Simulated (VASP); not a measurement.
# CuCl (zinc blende type) (F-43m) in VASP: a series of runs, part 2 of 2

VASP 6.6.1.

### 3 Single point, HSE06

This run uses another cell than the first one, of 19.50 Å³/atom.

Input file POSCAR:

```
CuCl
1.0
    0.0000000000      2.6918115325      2.6918115325
    2.6918115325      0.0000000000      2.6918115325
    2.6918115325      2.6918115325      0.0000000000
Cu Cl
1 1
Direct
    0.0000000000      0.0000000000      0.0000000000
    0.2500000000      0.2500000000      0.2500000000
```

Input file INCAR.step1:

```
SYSTEM = CuCl
PREC     = Accurate       ! precision mode
ENCUT    = 520            ! plane-wave cutoff, eV
EDIFF    = 1E-5           ! SCF threshold, eV
ISMEAR   = -1             ! smearing method
SIGMA    = 0.05           ! smearing width, eV
LREAL    = .False.        ! projectors in reciprocal space
LASPH    = .True.         ! aspherical terms in the spheres
NELM     = 120            ! most SCF steps
ALGO     = Normal         ! electronic algorithm
ISIF     = 2              ! what is computed and relaxed
LWAVE    = .True.         ! write WAVECAR
LCHARG   = .False.        ! write CHGCAR
GGA      = PE             ! functional
NBANDS   = 16             ! bands
GGA_COMPAT= .False.
```

Input file INCAR.step2:

```
SYSTEM = CuCl
PREC     = Accurate       ! precision mode
ENCUT    = 520            ! plane-wave cutoff, eV
EDIFF    = 1E-6           ! SCF threshold, eV
ISMEAR   = -1             ! smearing method
SIGMA    = 0.05           ! smearing width, eV
LREAL    = .False.        ! projectors in reciprocal space
LASPH    = .True.         ! aspherical terms in the spheres
NELM     = 120            ! most SCF steps
ALGO     = Normal         ! electronic algorithm
ISIF     = 2              ! what is computed and relaxed
LWAVE    = .False.        ! write WAVECAR
LCHARG   = .False.        ! write CHGCAR
GGA      = PE             ! functional
LHFCALC  = .True.         ! exact exchange
HFSCREEN = 0.2079         ! screening, 1/A
PRECFOCK = Normal       
ISTART   = 1            
NBANDS   = 16             ! bands
GGA_COMPAT= .False.
```

Input file KPOINTS:

```
Automatic mesh
0
Gamma
  4 4 4
  0 0 0
```

Potentials or basis: VASP PAW PBE potentials, release 64 (Cu, Cl).

Command:

```bash
$ cat potpaw_PBE.64/Cu/POTCAR potpaw_PBE.64/Cl/POTCAR > POTCAR
$ cp INCAR.step1 INCAR
$ mpirun -np 1 vasp_std > vasp.out
$ cp INCAR.step2 INCAR
$ mpirun -np 1 vasp_std > vasp.out
```

OUTCAR:

```text
SYSTEM = CuCl
   PREC = Accurate
   ENCUT = 520
   EDIFF = 1E-6
   ISMEAR = -1
   LREAL = .False.
   LASPH = .True.
   NELM = 120
   ISIF = 2
   GGA = PE
   LHFCALC = .True.
   HFSCREEN = 0.2079
   PRECFOCK = Normal
   ISTART = 1

 ion  position               nearest neighbor table
   1  0.000  0.000  0.000-   2 2.33   2 2.33   2 2.33   2 2.33
   2  0.250  0.250  0.250-   1 2.33   1 2.33   1 2.33   1 2.33

  LATTYP: Found a face centered cubic cell.
 ALAT       =     5.3836230650

  Lattice vectors:

 A1 = (   0.0000000000,   2.6918115325,   2.6918115325)
 A2 = (   2.6918115325,   0.0000000000,   2.6918115325)
 A3 = (   2.6918115325,   2.6918115325,   0.0000000000)

Analysis of symmetry for initial positions (statically):
=====================================================================
 Subroutine PRICEL returns:
 Original cell was already a primitive cell.

 Routine SETGRP: Setting up the symmetry group for a
 face centered cubic supercell.

 Subroutine GETGRP returns: Found 24 space group operations
 (whereof 24 operations were pure point group operations)
 out of a pool of 48 trial point group operations.

The static configuration has the point symmetry T_d .

Analysis of symmetry for dynamics (positions and initial velocities):
=====================================================================
 Subroutine PRICEL returns:
 Original cell was already a primitive cell.

 Routine SETGRP: Setting up the symmetry group for a
 face centered cubic supercell.

 Subroutine GETGRP returns: Found 24 space group operations
 (whereof 24 operations were pure point group operations)
 out of a pool of 48 trial point group operations.

The dynamic configuration has the point symmetry T_d .

 Subroutine INISYM returns: Found 24 space group operations
 (whereof 24 operations are pure point group operations),
 and found     1 'primitive' translations

----------------------------------------------------------------------------------------

                                     Primitive cell

  volume of cell :      39.0089

  direct lattice vectors                    reciprocal lattice vectors
     0.000000000  2.691811533  2.691811533    -0.185748517  0.185748517  0.185748517
     2.691811533  0.000000000  2.691811533     0.185748517 -0.185748517  0.185748517
     2.691811533  2.691811533  0.000000000     0.185748517  0.185748517 -0.185748517

  length of vectors
     3.806796377  3.806796377  3.806796377     0.321725869  0.321725869  0.321725869

  position of ions in fractional coordinates (direct lattice)
     0.000000000  0.000000000  0.000000000
     0.250000000  0.250000000  0.250000000

  ion indices of the primitive-cell ions
   primitive index   ion index
                 1           1
                 2           2

----------------------------------------------------------------------------------------

 KPOINTS: Automatic mesh

Automatic generation of k-mesh.
 Grid dimensions read from file:
 generate k-points for:    4    4    4

 Generating k-lattice:

  Cartesian coordinates                     Fractional coordinates (reciprocal lattice)
    -0.046437129  0.046437129  0.046437129     0.250000000  0.000000000  0.000000000
     0.046437129 -0.046437129  0.046437129     0.000000000  0.250000000  0.000000000
     0.046437129  0.046437129 -0.046437129     0.000000000  0.000000000  0.250000000

  Length of vectors
     0.080431467  0.080431467  0.080431467

  Shift w.r.t. Gamma in fractional coordinates (k-lattice)
     0.000000000  0.000000000  0.000000000

 Subroutine IBZKPT returns following result:
 ===========================================

 Found      8 irreducible k-points:

 Following reciprocal coordinates:
            Coordinates               Weight
  0.000000  0.000000  0.000000      1.000000
  0.250000  0.000000  0.000000      8.000000
  0.500000  0.000000  0.000000      4.000000
  0.250000  0.250000  0.000000      6.000000
  0.500000  0.250000  0.000000     24.000000
 -0.250000  0.250000  0.000000     12.000000
  0.500000  0.500000  0.000000      3.000000
 -0.250000  0.500000  0.250000      6.000000
   k-points           NKPTS =      8   k-points in BZ     NKDIM =     64   number of bands    NBANDS=     16
   number of dos      NEDOS =    301   number of ions     NIONS =      2
   total plane-waves  NPLWV =  21952
   dimension x,y,z NGX =    28 NGY =   28 NGZ =   28
   dimension x,y,z NGXF=    56 NGYF=   56 NGZF=   56
   ions per type =               1   1
   NGX,Y,Z   is equivalent  to a cutoff of  12.23, 12.23, 12.23 a.u.
   NGXF,Y,Z  is equivalent  to a cutoff of  24.46, 24.46, 24.46 a.u.
 SYSTEM =  CuCl
   PREC   = accura    normal or accurate (medium, high low for compatibility)
   ISTART =      1    job   : 0-new  1-cont  2-samecut
   ICHARG =      0    charge: 1-file 2-atom 10-const
   ISPIN  =      1    spin polarized calculation?
   LNONCOLLINEAR =      F non collinear calculations
   LSORBIT =      F    spin-orbit coupling
   LASPH  =      T    aspherical Exc in radial PAW
   ENCUT  =  520.0 eV  38.22 Ry    6.18 a.u.   7.08  7.08  7.08*2*pi/ulx,y,z
   NELM   =    120;   NELMIN=  2; NELMDL=  0     # of ELM steps
   EDIFF  = 0.1E-05   stopping-criterion for ELM
   LREAL  =      F    real-space projection
   EDIFFG = 0.1E-04   stopping-criterion for IOM
   NSW    =      0    number of steps for IOM
   IBRION =     -1    ionic relax: 0-MD 1-quasi-New 2-CG
   NFREE  =      0    steps in history (QN), initial steepest desc. (CG)
   ISIF   =      2    stress and relaxation
   ISYM   =      3    0-nonsym 1-usesym 2-fastsym
   POTIM  = 0.5000    time-step for ionic-motion
   TEBEG  =    0.0;   TEEND  =   0.0 temperature during run
   PSTRESS=    0.0 pullay stress
   NELECT =      18.0000    total number of electrons
   NUPDOWN=      -1.0000    fix difference up-down
   EMIN   =  10.00;   EMAX   =-10.00  energy-range for DOS
   EFERMI =   0.00;   METHOD = LEGACY
   ISMEAR =    -1;   SIGMA  =   0.05  broadening in eV -4-tet -1-fermi 0-gaus
   EFERMI_NEDOS =   21; number of points for ismear=-14 and -15
   IALGO  =     38    algorithm
   IMIX   =      1    mixing-type and parameters
     AMIX     =   0.40;   BMIX     =  1.00
     AMIX_MAG =   1.60;   BMIX_MAG =  1.00
  volume/ion in A,a.u.               =      19.50       131.62
  Fermi-wavevector in a.u.,A,eV,Ry     =   1.265060  2.390616 21.774438  1.600376
  Thomas-Fermi vector in A             =   2.398333
   LORBIT       =      0    0 simple, 1 ext, 2 COOP (PROOUT), +10 PAW based schemes
   GGA     = PE    functional components
   LHFCALC =     T    Hartree Fock is set to
   PRECFOCK=normal    Normal, Fast or Accurate (Low or Medium for compatibility)
   ENCUT4O =  -1.0   cutoff for four orbital integrals eV
   NKREDX  =     1    reduce k-point grid by
   NKREDY  =     1    reduce k-point grid by
   NKREDZ  =     1    reduce k-point grid by
   AEXX    =    0.2500 exact exchange contribution
   HFSCREEN=    0.2079 screening length (either q_TF or 0.3 A-1)
   HFSCREENC=   0.2079 screening length for correlation (either q_TF or 0.3 A-1)
   ENCUTFOCK=  -1.0 apply spherical cutoff to Coloumb kernel
   IVDW    =     0    specifies the selected vdW correction
   LEPSILON=     F    determine dielectric tensor
   LRPA    =     F    only Hartree local field effects (RPA)
 non-spin polarized calculation
  energy-cutoff  :      520.00
  volume of cell :       39.01
 maximum number of plane-waves:      1067
  NGX = 24; NGY = 24; NGZ = 24

 number of electron      17.9999994 magnetization

 Free energy of the ion-electron system (eV)
  ---------------------------------------------------
  ext. energy  EPLUGINS =         0.00000000
  ---------------------------------------------------
  free energy    TOTEN  =        -7.53403423 eV

  energy without entropy =       -7.53403423  energy(sigma->0) =       -7.53403423

 E-fermi :   3.8935     XC(G=0):  -7.8138

 val. band max:        2.7952180724   @ k =   0.0000   0.0000   0.0000
 cond. band min:       5.1556018590   @ k =   0.0000   0.0000   0.0000
 fundamental gap:      2.3603837866
 Fermi energy:         3.8934551782

 k-point     1 :       0.0000    0.0000    0.0000
  band No.  band energies     occupation
      1     -15.2496      2.00000
      2      -2.2552      2.00000
      3      -2.2552      2.00000
      4      -2.2552      2.00000
      5       0.9109      2.00000
      6       0.9109      2.00000
[... 129 lines left out ...]
      3      -2.9937      2.00000
      4      -2.2496      2.00000
      5       0.7811      2.00000
      6       0.8141      2.00000
[... 8 lines left out ...]
     15      18.6618      0.00000
     16      18.7928      0.00000

------------------------ aborting loop because EDIFF is reached ----------------------------------------

  FORCE on cell =-STRESS in cart. coord.  units (eV):
  Direction    XX          YY          ZZ          XY          YZ          ZX
  --------------------------------------------------------------------------------------
  -------------------------------------------------------------------------------------
  Total        0.3774761      0.3774761      0.3774761      0.0000000      0.0000000      0.0000000
  in kB       15.5037259     15.5037259     15.5037259      0.0000000      0.0000000      0.0000000
  external PRESSURE =      15.5037259 kB  Pullay stress =       0.0000000 kB

 VOLUME and BASIS-vectors are now :
 -----------------------------------------------------------------------------
  energy-cutoff  :      520.00
  volume of cell :       39.01
      direct lattice vectors                 reciprocal lattice vectors
     0.000000000  2.691811533  2.691811533    -0.185748517  0.185748517  0.185748517
     2.691811533  0.000000000  2.691811533     0.185748517 -0.185748517  0.185748517
     2.691811533  2.691811533  0.000000000     0.185748517  0.185748517 -0.185748517

 POSITION                                       TOTAL-FORCE (eV/Angst)
 -----------------------------------------------------------------------------------
      0.00000      0.00000      0.00000        -0.000000      0.000000      0.000000
      1.34591      1.34591      1.34591         0.000000     -0.000000      0.000000
 -----------------------------------------------------------------------------------
    total drift:                               -0.000325     -0.000291     -0.000130

  FREE ENERGIE OF THE ION-ELECTRON SYSTEM (eV)
  ---------------------------------------------------
  free  energy   TOTEN  =        -7.5340342252 eV

  energy  without entropy=       -7.5340342252  energy(sigma->0) =       -7.53403423
```

Wall time 11 min (1 thread of Intel Xeon 8259CL, shared host); peak memory 0.26 GiB.

Results:

- Free energy: -7.5340 eV
- Pressure: 1.6 GPa
- Band gap on the k mesh: 2.36 eV

Caveat: the k points lie up to 0.51 Å⁻¹ apart; the PAW data sets were made with another functional, which shifts forces and pressure a little.

### 4 Single point, HSE06

This run uses another cell than the first one, of 19.50 Å³/atom.

POSCAR is that of step 3.

Input file INCAR.step1:

```
ALGO = Normal
EDIFF = 1E-5
ENCUT = 520
GGA = PE
GGA_COMPAT = F
ISIF = 2
ISMEAR = -1
LASPH = T
LCHARG = F
LREAL = F
LWAVE = T
NBANDS = 16
NELM = 120
PREC = Accurate
SIGMA = 0.05
```

Input file INCAR.step2:

```
ALGO = Normal
EDIFF = 1E-6
ENCUT = 520
GGA = PE
GGA_COMPAT = F
HFSCREEN = 0.2079
ISIF = 2
ISMEAR = -1
ISTART = 1
LASPH = T
LCHARG = F
LHFCALC = T
LREAL = F
LWAVE = F
NBANDS = 16
NELM = 120
PREC = Accurate
PRECFOCK = Normal
SIGMA = 0.05
```

Input file KPOINTS:

```
k-points
0
Gamma
  4 4 4
```

Command:

```bash
$ cat potpaw_PBE.64/Cu/POTCAR potpaw_PBE.64/Cl/POTCAR > POTCAR
$ cp INCAR.step1 INCAR
$ mpirun -np 1 vasp_std > vasp.out
$ cp INCAR.step2 INCAR
$ mpirun -np 1 vasp_std > vasp.out
```

It took 13 min on 1 thread of Intel Xeon 8259CL, shared host; peak memory 0.26 GiB.

Results (log left out):

```
Free energy            : -7.5340 eV
Pressure               : 1.6 GPa
Band gap on the k mesh : 2.36 eV
```

Levels at points of the mesh, in eV from the valence-band top:
```
           k point  band 7  band 8  band 9  band 10  band 11  band 12
(0.00, 0.00, 0.00)    0.00    0.00    0.00     2.36     8.66     8.66
(0.50, 0.00, 0.00)   -1.75   -0.68   -0.68     4.82     8.75     9.06
(0.50, 0.50, 0.00)   -1.64   -1.42   -1.42     5.01     6.43    10.83
```

Caveat: the k points lie up to 0.51 Å⁻¹ apart; the PAW data sets were made with another functional, which shifts forces and pressure a little.

### 5 Single point, HSE06

This run uses another cell than the first one, of 20.10 Å³/atom.

Input file POSCAR:

```
CuCl
1.0
    0.0000000000      2.7190033884      2.7190033884
    2.7190033884      0.0000000000      2.7190033884
    2.7190033884      2.7190033884      0.0000000000
Cu Cl
1 1
Direct
    0.0000000000      0.0000000000      0.0000000000
    0.2500000000      0.2500000000      0.2500000000
```

Input file INCAR.step1:

```
SYSTEM = CuCl
  ALGO = Normal
  EDIFF = 1E-5
  ENCUT = 520
  GGA = PE
  GGA_COMPAT = .FALSE.
  ISIF = 2
  ISMEAR = -1
  LASPH = .TRUE.
  LCHARG = .FALSE.
  LREAL = .FALSE.
  LWAVE = .TRUE.
  NBANDS = 16
  NELM = 120
  PREC = Accurate
  SIGMA = 0.05
```

Input file INCAR.step2:

```
SYSTEM = CuCl
  ALGO = Normal
  EDIFF = 1E-6
  ENCUT = 520
  GGA = PE
  GGA_COMPAT = .FALSE.
  HFSCREEN = 0.2079
  ISIF = 2
  ISMEAR = -1
  ISTART = 1
  LASPH = .TRUE.
  LCHARG = .FALSE.
  LHFCALC = .TRUE.
  LREAL = .FALSE.
  LWAVE = .FALSE.
  NBANDS = 16
  NELM = 120
  PREC = Accurate
  PRECFOCK = Normal
  SIGMA = 0.05
```

Input file KPOINTS:

```
k-points
0
G
  4 4 4
  0 0 0
```

Command:

```bash
$ cat potpaw_PBE.64/Cu/POTCAR potpaw_PBE.64/Cl/POTCAR > POTCAR
$ cp INCAR.step1 INCAR
$ mpirun -np 1 vasp_std > vasp.out
$ cp INCAR.step2 INCAR
$ mpirun -np 1 vasp_std > vasp.out
```

Wall time 7.4 min (1 thread of Intel Xeon Platinum 8375C at 2.90GHz (Ice Lake), shared host); peak memory 0.27 GiB.

It converged, with:

* Free energy: -7.5424 eV
* Pressure: 0.0 GPa
* Band gap on the k mesh: 2.32 eV

Levels at points of the mesh, in eV from the valence-band top:
```csv
k point,band 7,band 8,band 9,band 10,band 11,band 12
"(0.00, 0.00, 0.00)",0.00,0.00,0.00,2.32,8.68,8.68
"(0.50, 0.00, 0.00)",-1.65,-0.64,-0.64,4.79,8.63,9.07
"(0.50, 0.50, 0.00)",-1.54,-1.34,-1.34,5.06,6.40,10.66
```

Caveat: the k points lie up to 0.50 Å⁻¹ apart; the PAW data sets were made with another functional, which shifts forces and pressure a little.

### 6 Single point, HSE06

This run uses another cell than the first one, of 20.10 Å³/atom.

POSCAR is that of step 5.

Input file INCAR.step1:

```
  PREC = Accurate
  ENCUT = 520
  EDIFF = 1E-5
  ISMEAR = -1
  SIGMA = 0.05
  LREAL = False
  LASPH = True
  NELM = 120
  ALGO = Normal
  ISIF = 2
  LWAVE = True
  LCHARG = False
  NBANDS = 16
  GGA = PE
  GGA_COMPAT = False
```

Input file INCAR.step2:

```
  PREC = Accurate
  ENCUT = 520
  EDIFF = 1E-6
  ISMEAR = -1
  SIGMA = 0.05
  LREAL = False
  LASPH = True
  NELM = 120
  ALGO = Normal
  ISIF = 2
  LWAVE = False
  LCHARG = False
  GGA = PE
  LHFCALC = True
  HFSCREEN = 0.2079
  PRECFOCK = Normal
  NBANDS = 16
  ISTART = 1
  GGA_COMPAT = False
```

Input file KPOINTS:

```
regular mesh
0
Gamma
  4 4 4
```

Potentials or basis: VASP PAW PBE potentials, release 64 (Cu, Cl).

Command:

```bash
$ cat potpaw_PBE.64/Cu/POTCAR potpaw_PBE.64/Cl/POTCAR > POTCAR
$ cp INCAR.step1 INCAR
$ mpirun -np 1 vasp_std > vasp.out
$ cp INCAR.step2 INCAR
$ mpirun -np 1 vasp_std > vasp.out
```

Run time: 7.4 min. Hardware: 1 thread of Intel Xeon Platinum 8375C at 2.90GHz (Ice Lake), shared host; peak memory 0.27 GiB.

It converged, with:

| Property | Result |
| --- | --- |
| Free energy | -7.5424 eV |
| Pressure | 0.0 GPa |
| Band gap on the k mesh | 2.32 eV |

Levels at points of the mesh, in eV from the valence-band top:
| k point | band 6 | band 7 | band 8 | band 9 | band 10 | band 11 | band 12 | band 13 |
| --- | --- | --- | --- | --- | --- | --- | --- | --- |
| (0.00, 0.00, 0.00) | -1.77 | 0.00 | 0.00 | 0.00 | 2.32 | 8.68 | 8.68 | 8.68 |
| (0.50, 0.00, 0.00) | -1.70 | -1.65 | -0.64 | -0.64 | 4.79 | 8.63 | 9.07 | 9.07 |
| (0.50, 0.50, 0.00) | -1.60 | -1.54 | -1.34 | -1.34 | 5.06 | 6.40 | 10.66 | 13.13 |

Caveat: the k points lie up to 0.50 Å⁻¹ apart; the PAW data sets were made with another functional, which shifts forces and pressure a little.

### 7 Overview

```tsv
cell	gap on the mesh (eV)	pressure (GPa)
a = 3.768 Å, angles 60.0°, 2 atoms	2.40	3.5
a = 3.807 Å, angles 60.0°, 2 atoms	2.36	1.6
a = 3.845 Å, angles 60.0°, 2 atoms	2.32	0.0
```

Alike in all rows: task single point; level HSE06; potentials or basis VASP PAW PBE potentials, release 64 (Cu, Cl); no spin polarisation; k mesh 4 × 4 × 4; cutoff (eV) 520; smearing fermi-dirac 0.05 eV.

Caveats: all runs use coarse meshes; the PAW data sets were made with another functional, which shifts forces and pressure a little.

Total energies depend on the potentials used, so only differences within one code and one set of settings carry meaning.
